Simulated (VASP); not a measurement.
# K3Ba in VASP: further runs

The runs below take K3Ba through single point, with LDA.

All numbers are computed with VASP 6.6.1; they aren't measurements. Logs are shortened: lines on timing, memory, paths and dates and some standing lists are left out, and cuts for length are marked.

### 1 The cell of the first run

It takes space group Pm-3m (No. 221, cubic). The conventional cell has a = 6.563 Å, b = 6.563 Å, c = 6.563 Å, α = 90.00°, β = 90.00°, γ = 90.00°.

### 2 Single point, LDA

INCAR reads:

```
PREC = Accurate ; ENCUT = 500
EDIFF = 1E-6 ; ISMEAR = 0
SIGMA = 0.1 ; LREAL = False
LASPH = True ; NELM = 120
ALGO = Normal ; ISIF = 2
LWAVE = False ; LCHARG = True
GGA = CA ; LELF = True
LVHAR = True ; NBANDS = 26
GGA_COMPAT = False
```

KPOINTS reads:

```
regular mesh
0
Gamma
  4 4 4
```

POSCAR reads:

```
K3Ba
1.0
    6.5628970000      0.0000000000      0.0000000000
    0.0000000000      6.5628970000      0.0000000000
    0.0000000000      0.0000000000      6.5628970000
K Ba
3 1
Direct
    0.0000000000      0.5000000000      0.5000000000
    0.5000000000      0.0000000000      0.5000000000
    0.5000000000      0.5000000000      0.0000000000
    0.0000000000      0.0000000000      0.0000000000
```

Potentials or basis: VASP PAW LDA potentials, release 64 (K_sv, Ba_sv).

On the command line:

```sh
cat potpaw_LDA.64/K_sv/POTCAR potpaw_LDA.64/Ba_sv/POTCAR > POTCAR
mpirun -np 1 vasp_std > vasp.out
```

OUTCAR:

```text
PREC = Accurate
   ENCUT = 500
   EDIFF = 1E-6
   ISMEAR = 0
   LREAL = False
   LASPH = True
   NELM = 120
   ISIF = 2
   GGA = CA

 ion  position               nearest neighbor table
   1  0.000  0.500  0.500-
   2  0.500  0.000  0.500-
   3  0.500  0.500  0.000-
   4  0.000  0.000  0.000-

  LATTYP: Found a simple cubic cell.
 ALAT       =     6.5628970000

  Lattice vectors:

 A1 = (   6.5628970000,   0.0000000000,   0.0000000000)
 A2 = (   0.0000000000,   6.5628970000,   0.0000000000)
 A3 = (   0.0000000000,   0.0000000000,   6.5628970000)

Analysis of symmetry for initial positions (statically):
=====================================================================
 Subroutine PRICEL returns:
 Original cell was already a primitive cell.

 Routine SETGRP: Setting up the symmetry group for a
 simple cubic supercell.

 Subroutine GETGRP returns: Found 48 space group operations
 (whereof 48 operations were pure point group operations)
 out of a pool of 48 trial point group operations.

The static configuration has the point symmetry O_h .

Analysis of symmetry for dynamics (positions and initial velocities):
=====================================================================
 Subroutine PRICEL returns:
 Original cell was already a primitive cell.

 Routine SETGRP: Setting up the symmetry group for a
 simple cubic supercell.

 Subroutine GETGRP returns: Found 48 space group operations
 (whereof 48 operations were pure point group operations)
 out of a pool of 48 trial point group operations.

The dynamic configuration has the point symmetry O_h .

 Subroutine INISYM returns: Found 48 space group operations
 (whereof 48 operations are pure point group operations),
 and found     1 'primitive' translations

----------------------------------------------------------------------------------------

                                     Primitive cell

  volume of cell :     282.6746

  direct lattice vectors                    reciprocal lattice vectors
     6.562897000  0.000000000  0.000000000     0.152371735  0.000000000  0.000000000
     0.000000000  6.562897000  0.000000000     0.000000000  0.152371735  0.000000000
     0.000000000  0.000000000  6.562897000     0.000000000  0.000000000  0.152371735

  length of vectors
     6.562897000  6.562897000  6.562897000     0.152371735  0.152371735  0.152371735

  position of ions in fractional coordinates (direct lattice)
     0.000000000  0.500000000  0.500000000
     0.500000000  0.000000000  0.500000000
     0.500000000  0.500000000  0.000000000
     0.000000000  0.000000000  0.000000000

  ion indices of the primitive-cell ions
   primitive index   ion index
                 1           1
                 2           2
                 3           3
                 4           4

----------------------------------------------------------------------------------------

 KPOINTS: regular mesh

Automatic generation of k-mesh.
 Grid dimensions read from file:
 generate k-points for:    4    4    4

 Generating k-lattice:

  Cartesian coordinates                     Fractional coordinates (reciprocal lattice)
     0.038092934  0.000000000  0.000000000     0.250000000  0.000000000  0.000000000
     0.000000000  0.038092934  0.000000000     0.000000000  0.250000000  0.000000000
     0.000000000  0.000000000  0.038092934     0.000000000  0.000000000  0.250000000

  Length of vectors
     0.038092934  0.038092934  0.038092934

  Shift w.r.t. Gamma in fractional coordinates (k-lattice)
     0.000000000  0.000000000  0.000000000

 Subroutine IBZKPT returns following result:
 ===========================================

 Found     10 irreducible k-points:

 Following reciprocal coordinates:
            Coordinates               Weight
  0.000000  0.000000  0.000000      1.000000
  0.250000  0.000000  0.000000      6.000000
  0.500000  0.000000  0.000000      3.000000
  0.250000  0.250000  0.000000     12.000000
  0.500000  0.250000  0.000000     12.000000
  0.500000  0.500000  0.000000      3.000000
  0.250000  0.250000  0.250000      8.000000
  0.500000  0.250000  0.250000     12.000000
  0.500000  0.500000  0.250000      6.000000
  0.500000  0.500000  0.500000      1.000000
   k-points           NKPTS =     10   k-points in BZ     NKDIM =     10   number of bands    NBANDS=     26
   number of dos      NEDOS =    301   number of ions     NIONS =      4
   total plane-waves  NPLWV = 110592
   dimension x,y,z NGX =    48 NGY =   48 NGZ =   48
   dimension x,y,z NGXF=    96 NGYF=   96 NGZF=   96
   ions per type =               3   1
   NGX,Y,Z   is equivalent  to a cutoff of  12.16, 12.16, 12.16 a.u.
   NGXF,Y,Z  is equivalent  to a cutoff of  24.32, 24.32, 24.32 a.u.
 SYSTEM =  unknown system
   PREC   = accura    normal or accurate (medium, high low for compatibility)
   ISTART =      0    job   : 0-new  1-cont  2-samecut
   ICHARG =      2    charge: 1-file 2-atom 10-const
   ISPIN  =      1    spin polarized calculation?
   LNONCOLLINEAR =      F non collinear calculations
   LSORBIT =      F    spin-orbit coupling
   LASPH  =      T    aspherical Exc in radial PAW
   ENCUT  =  500.0 eV  36.75 Ry    6.06 a.u.  11.97 11.97 11.97*2*pi/ulx,y,z
   NELM   =    120;   NELMIN=  2; NELMDL= -5     # of ELM steps
   EDIFF  = 0.1E-05   stopping-criterion for ELM
   LREAL  =      F    real-space projection
   EDIFFG = 0.1E-04   stopping-criterion for IOM
   NSW    =      0    number of steps for IOM
   IBRION =     -1    ionic relax: 0-MD 1-quasi-New 2-CG
   NFREE  =      0    steps in history (QN), initial steepest desc. (CG)
   ISIF   =      2    stress and relaxation
   ISYM   =      2    0-nonsym 1-usesym 2-fastsym
   POTIM  = 0.5000    time-step for ionic-motion
   TEBEG  =    0.0;   TEEND  =   0.0 temperature during run
   PSTRESS=    0.0 pullay stress
   NELECT =      37.0000    total number of electrons
   NUPDOWN=      -1.0000    fix difference up-down
   EMIN   =  10.00;   EMAX   =-10.00  energy-range for DOS
   EFERMI =   0.00;   METHOD = LEGACY
   ISMEAR =     0;   SIGMA  =   0.10  broadening in eV -4-tet -1-fermi 0-gaus
   EFERMI_NEDOS =   21; number of points for ismear=-14 and -15
   IALGO  =     38    algorithm
   IMIX   =      4    mixing-type and parameters
     AMIX     =   0.40;   BMIX     =  1.00
     AMIX_MAG =   1.60;   BMIX_MAG =  1.00
  volume/ion in A,a.u.               =      70.67       476.90
  Fermi-wavevector in a.u.,A,eV,Ry     =   0.831215  1.570768  9.400506  0.690918
  Thomas-Fermi vector in A             =   1.944064
   LORBIT       =      0    0 simple, 1 ext, 2 COOP (PROOUT), +10 PAW based schemes
   GGA     = CA    functional components
   LHFCALC =     F    Hartree Fock is set to
   AEXX    =    0.0000 exact exchange contribution
   IVDW    =     0    specifies the selected vdW correction
   LEPSILON=     F    determine dielectric tensor
   LRPA    =     F    only Hartree local field effects (RPA)
 non-spin polarized calculation
 Gauss-broadening in eV      SIGMA  =   0.10
  energy-cutoff  :      500.00
  volume of cell :      282.67
 maximum number of plane-waves:      7208
 NGX is ok and might be reduce to    48
   NGX = 23   NGY = 23   NGZ = 23

 number of electron      37.0000007 magnetization

 Free energy of the ion-electron system (eV)
  ---------------------------------------------------
  ext. energy  EPLUGINS =         0.00000000
  ---------------------------------------------------
  free energy    TOTEN  =        -5.18618376 eV

  energy without entropy =       -5.16226677  energy(sigma->0) =       -5.17422527

 E-fermi :   0.0670     XC(G=0):  -6.3213

 val. band max:        0.0648620679   @ k =   0.2500   0.2500   0.2500
 cond. band min:       0.0766736830   @ k =   0.0000   0.0000   0.0000
 fundamental gap:      0.0118116151
 Fermi energy:         0.0670152661

 k-point     1 :       0.0000    0.0000    0.0000
  band No.  band energies     occupation
      1     -31.4070      2.00000
      2     -31.4021      2.00000
      3     -31.4021      2.00000
      4     -29.7049      2.00000
      5     -15.1636      2.00000
      6     -15.1636      2.00000
[... 18 lines left out ...]
     25       1.5898      0.00000
     26       1.5898      0.00000

 k-point     2 :       0.2500    0.0000    0.0000
  band No.  band energies     occupation
      1     -31.4064      2.00000
      2     -31.4027      2.00000
      3     -31.4021      2.00000
      4     -29.7049      2.00000
      5     -15.1575      2.00000
      6     -15.1575      2.00000
[... 18 lines left out ...]
     25       1.7649      0.00000
     26       1.9968      0.00000

 k-point     3 :       0.5000    0.0000    0.0000
  band No.  band energies     occupation
      1     -31.4054      2.00000
      2     -31.4037      2.00000
      3     -31.4021      2.00000
      4     -29.7049      2.00000
      5     -15.1486      2.00000
      6     -15.1486      2.00000
[... 18 lines left out ...]
     25       1.9048      0.00000
     26       1.9048      0.00000

 k-point     4 :       0.2500    0.2500    0.0000
  band No.  band energies     occupation
      1     -31.4058      2.00000
      2     -31.4029      2.00000
      3     -31.4025      2.00000
      4     -29.7049      2.00000
      5     -15.1579      2.00000
      6     -15.1517      2.00000
[... 18 lines left out ...]
     25       1.9717      0.00000
     26       2.1288      0.00000

 k-point     5 :       0.5000    0.2500    0.0000
  band No.  band energies     occupation
      1     -31.4049      2.00000
      2     -31.4037      2.00000
      3     -31.4026      2.00000
      4     -29.7049      2.00000
      5     -15.1547      2.00000
      6     -15.1433      2.00000
[... 18 lines left out ...]
     25       1.7452      0.00000
     26       2.1482      0.00000

 k-point     6 :       0.5000    0.5000    0.0000
  band No.  band energies     occupation
      1     -31.4037      2.00000
      2     -31.4037      2.00000
      3     -31.4037      2.00000
      4     -29.7048      2.00000
      5     -15.1584      2.00000
      6     -15.1475      2.00000
[... 18 lines left out ...]
     25       1.8041      0.00000
     26       2.3607      0.00000

 k-point     7 :       0.2500    0.2500    0.2500
  band No.  band energies     occupation
      1     -31.4054      2.00000
      2     -31.4029      2.00000
      3     -31.4029      2.00000
      4     -29.7049      2.00000
      5     -15.1647      2.00000
      6     -15.1462      2.00000
[... 18 lines left out ...]
     25       1.7908      0.00000
     26       1.8613      0.00000

 k-point     8 :       0.5000    0.2500    0.2500
  band No.  band energies     occupation
      1     -31.4046      2.00000
      2     -31.4037      2.00000
      3     -31.4029      2.00000
      4     -29.7048      2.00000
      5     -15.1668      2.00000
      6     -15.1478      2.00000
[... 18 lines left out ...]
     25       1.7971      0.00000
     26       1.9420      0.00000

 k-point     9 :       0.5000    0.5000    0.2500
  band No.  band energies     occupation
      1     -31.4037      2.00000
      2     -31.4037      2.00000
      3     -31.4037      2.00000
      4     -29.7048      2.00000
      5     -15.1726      2.00000
      6     -15.1539      2.00000
[... 18 lines left out ...]
     25       1.7389      0.00000
     26       2.0020      0.00000

 k-point    10 :       0.5000    0.5000    0.5000
  band No.  band energies     occupation
      1     -31.4037      2.00000
      2     -31.4037      2.00000
      3     -31.4037      2.00000
      4     -29.7048      2.00000
      5     -15.1816      2.00000
      6     -15.1601      2.00000
[... 18 lines left out ...]
     25       1.6994      0.00000
     26       1.6994      0.00000

------------------------ aborting loop because EDIFF is reached ----------------------------------------

  FORCE on cell =-STRESS in cart. coord.  units (eV):
  Direction    XX          YY          ZZ          XY          YZ          ZX
  --------------------------------------------------------------------------------------
  -------------------------------------------------------------------------------------
  Total       -1.0694023     -1.0694023     -1.0694023     -0.0000000     -0.0000000      0.0000000
  in kB       -6.0612883     -6.0612883     -6.0612883     -0.0000000     -0.0000000      0.0000000
  external PRESSURE =      -6.0612883 kB  Pullay stress =       0.0000000 kB

 VOLUME and BASIS-vectors are now :
 -----------------------------------------------------------------------------
  energy-cutoff  :      500.00
  volume of cell :      282.67
      direct lattice vectors                 reciprocal lattice vectors
     6.562897000  0.000000000  0.000000000     0.152371735  0.000000000  0.000000000
     0.000000000  6.562897000  0.000000000     0.000000000  0.152371735  0.000000000
     0.000000000  0.000000000  6.562897000     0.000000000  0.000000000  0.152371735

 POSITION                                       TOTAL-FORCE (eV/Angst)
 -----------------------------------------------------------------------------------
      0.00000      3.28145      3.28145         0.000000      0.000000      0.000000
      3.28145      0.00000      3.28145         0.000000      0.000000      0.000000
      3.28145      3.28145      0.00000         0.000000      0.000000      0.000000
      0.00000      0.00000      0.00000         0.000000      0.000000      0.000000
 -----------------------------------------------------------------------------------
    total drift:                                0.000000     -0.000000     -0.000000

  FREE ENERGIE OF THE ION-ELECTRON SYSTEM (eV)
  ---------------------------------------------------
  free  energy   TOTEN  =        -5.1861837576 eV

  energy  without entropy=       -5.1622667733  energy(sigma->0) =       -5.17422527
```

It took 30 s on 1 thread of AMD EPYC 9R45 (Zen 5), shared host; peak memory 0.25 GiB.

Results:

* Free energy: -5.1862 eV
* Pressure: -0.6 GPa
* Band gap on the k mesh: zero (an odd number of electrons rules out a gap without spin polarisation)

Levels at points of the mesh, in eV from the Fermi level:
```csv
k point,band 14,band 15,band 16,band 17,band 18,band 19,band 20,band 21,band 22,band 23
"(0.00, 0.00, 0.00)",-14.90,-14.90,-14.90,-2.35,0.01,0.01,0.97,0.98,0.98,0.98
"(0.50, 0.00, 0.00)",-14.92,-14.91,-14.91,-1.50,-1.14,0.32,0.75,0.75,1.14,1.48
"(0.50, 0.50, 0.00)",-14.91,-14.91,-14.91,-0.70,-0.55,-0.29,-0.29,0.88,0.88,1.11
"(0.50, 0.50, 0.50)",-14.90,-14.90,-14.90,-0.22,-0.22,-0.22,-0.03,0.65,0.65,0.65
```

Caveat: spin-orbit coupling is left out, which moves the levels of the heavy elements.

### 3 Single point, LDA

INCAR reads:

```
SYSTEM = K3Ba
PREC = Accurate
ENCUT = 500
EDIFF = 1E-6
ISMEAR = 0
SIGMA = 0.1
LREAL = .False.
LASPH = .True.
NELM = 120
ALGO = Normal
ISIF = 2
LWAVE = .False.
LCHARG = .True.
LELF = .True.
LVHAR = .True.
NBANDS = 26
GGA_COMPAT = .False.
```

KPOINTS reads:

```
regular mesh
0
Gamma
  4 4 4
  0 0 0
```

Changes to POSCAR since step 2:

```diff
@@ -11,2 +11,2 @@
     0.5000000000      0.5000000000      0.0000000000
-    0.0000000000      0.0000000000      0.0000000000
+    0.0000000000     -0.0076185867      0.0000000000
```

Potentials or basis: VASP PAW LDA potentials, release 64 (K_sv, Ba_sv).

On the command line:

```sh
cat potpaw_LDA.64/K_sv/POTCAR potpaw_LDA.64/Ba_sv/POTCAR > POTCAR
mpirun -np 1 vasp_std > vasp.out
```

Wall time 50 s (1 thread of AMD EPYC 9R45 (Zen 5), shared host); peak memory 0.29 GiB.

Results (log left out):

```
Free energy            : -5.1852 eV
Pressure               : -0.6 GPa
Largest force          : 0.039 eV/Å
Band gap on the k mesh : zero (an odd number of electrons rules out a gap without spin polarisation)
```

Forces on the atoms (eV/Å):
```
K    0.000 -0.019  0.000
K    0.000 -0.001  0.000
K    0.000 -0.019  0.000
Ba   0.000  0.039  0.000
```

Levels at points of the mesh, in eV from the Fermi level:
```tsv
k point	band 15	band 16	band 17	band 18	band 19	band 20	band 21	band 22
(0.00, 0.00, 0.00)	-14.90	-14.90	-2.35	0.01	0.01	0.97	0.98	0.98
(0.50, 0.00, 0.00)	-14.91	-14.91	-1.50	-1.14	0.32	0.75	0.75	1.14
(0.00, 0.50, 0.00)	-14.91	-14.91	-1.50	-1.14	0.32	0.75	0.75	1.14
(0.50, 0.50, 0.00)	-14.91	-14.91	-0.70	-0.55	-0.29	-0.29	0.88	0.88
(0.50, 0.00, 0.50)	-14.91	-14.91	-0.70	-0.55	-0.29	-0.29	0.88	0.88
(0.50, 0.50, 0.50)	-14.90	-14.90	-0.22	-0.22	-0.22	-0.03	0.65	0.65
```

Caveat: spin-orbit coupling is left out, which moves the levels of the heavy elements.
